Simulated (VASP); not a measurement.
Input of a VASP 6.6.1 run:

The input INCAR:

```
SYSTEM = SrZr2O3
ALGO = Normal ; EDIFF = 1E-6
ENCUT = 600 ; GGA = PE
GGA_COMPAT = .False. ; ISIF = 2
ISMEAR = 0 ; LASPH = .True.
LCHARG = .False. ; LREAL = .False.
LWAVE = .False. ; NBANDS = 35
NELM = 120 ; PREC = Accurate
SIGMA = 0.15
```

File KPOINTS:

```
k-points
0
Gamma
  3 3 3
  0 0 0
```

Contents of POSCAR:

```
SrZr2O3
1.0
    2.3666487717     -5.6638602934      0.0000000000
    2.3666487717      5.6638602934      0.0000000000
    0.0000000000      0.0000000000      3.3693707840
Sr Zr O
1 2 3
Direct
    0.0000000000      0.0000000000      0.0000000000
    0.6641160829      0.3358839171      0.5000000000
    0.3358839171      0.6641160829      0.5000000000
    0.1535217008      0.8464782992      0.5000000000
    0.8464782992      0.1535217008      0.5000000000
    0.5000000000      0.5000000000      0.0000000000
```

Potentials or basis: VASP PAW PBE potentials, release 64 (Sr_sv, Zr_sv, O).

Run with:

```console
$ cat potpaw_PBE.64/Sr_sv/POTCAR potpaw_PBE.64/Zr_sv/POTCAR potpaw_PBE.64/O/POTCAR > POTCAR
$ mpirun -np 1 vasp_std > vasp.out
```

(1) Estimate the largest force.

(2) What does it give for the pressure?

(3) Estimate the band gap on the k mesh.

## Answers

(1) 0.037 eV/Å.

(2) 0.4 GPa.

(3) zero (band 26 reaches 8.20 eV, above the bottom of band 27 at 7.48 eV).

Caveat: the k points lie up to 0.62 Å⁻¹ apart.
